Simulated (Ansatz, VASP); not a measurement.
# One calculation of AlN, two programs

The input POSCAR:

```
AlN
1.0
    0.0000000000      2.0188684521      1.9784910831
    2.0188684521      0.0000000000      1.9784910831
    2.0188684521      2.0188684521      0.0000000000
Al N
1 1
Direct
    0.0000000000      0.0000000000      0.0000000000
    0.5000000000      0.5000000000      0.5000000000
```

The input INCAR.step1:

```
SYSTEM = AlN
ALGO = Normal ; EDIFF = 1E-4
ENCUT = 520 ; GGA = PE
ISMEAR = 0 ; LASPH = .True.
LCHARG = .False. ; LREAL = .False.
LWAVE = .True. ; NBANDS = 11
NELM = 60 ; PREC = Accurate
SIGMA = 0.01
```

Contents of INCAR.step2:

```
SYSTEM = AlN
ALGO = Normal ; EDIFF = 1E-7
ENCUT = 520 ; ISIF = 2
ISMEAR = 0 ; ISTART = 1
LASPH = .True. ; LCHARG = .False.
LMIXTAU = .True. ; LREAL = .False.
LWAVE = .False. ; METAGGA = R2SCAN
NBANDS = 11 ; NELM = 60
PREC = Accurate ; SIGMA = 0.01
```

KPOINTS

```
k-points
0
Gamma
  10 10 10
  0 0 0
```

Input for Ansatz:

```yaml
crystal:
  lattice:
    - [0.0, 2.0188684521, 1.9784910831]
    - [2.0188684521, 0.0, 1.9784910831]
    - [2.0188684521, 2.0188684521, 0.0]
  atoms:
    - { symbol: Al, position: [0.0, 0.0, 0.0] }
    - { symbol: "N", position: [0.5, 0.5, 0.5] }
kpoints:
  mp_grid: { grid: [10, 10, 10] }
  band_path:
    path:
      - [0.0, 0.0, 0.0]
      - [0.5, 0.0, 0.5]
      - [0.625, 0.25, 0.625]
      - [0.375, 0.375, 0.75]
      - [0.5, 0.5, 0.5]
      - [0.5, 0.25, 0.75]
      - [0.5, 0.5, 0.0]
    npoints: 1
hamiltonian:
  xc: r2scan
scf:
  occupations: { method: fixed }
  n_extra_bands: 4
output:
  forces: true
  stress: true
  eigenvalues: true
```

Change from the starting cell: uniaxial_z strain -2.0%.

Alike in both runs: task single point; functional r2SCAN; k mesh 10 × 10 × 10; no spin polarisation.

```csv
,VASP,Ansatz
version,VASP 6.6.1,Ansatz 0.2.0
potentials or method,"VASP PAW PBE potentials, release 64 (Al, N)","plane waves, PAW"
plane-wave cutoff (eV),520,500
occupations,"gaussian, width 0.01 eV",fixed
valence electrons in the cell,8,8
```

```tsv
	VASP	Ansatz	Ansatz less VASP
gap on the k mesh at the Fermi level (eV)	5.56	5.56	-0.004
pressure (GPa)	5.2	6.0	+0.82
traceless stress, the component that is largest in VASP (GPa)	4.60	4.51	-0.086
```

VASP's potentials were made for PBE, not for r2SCAN.
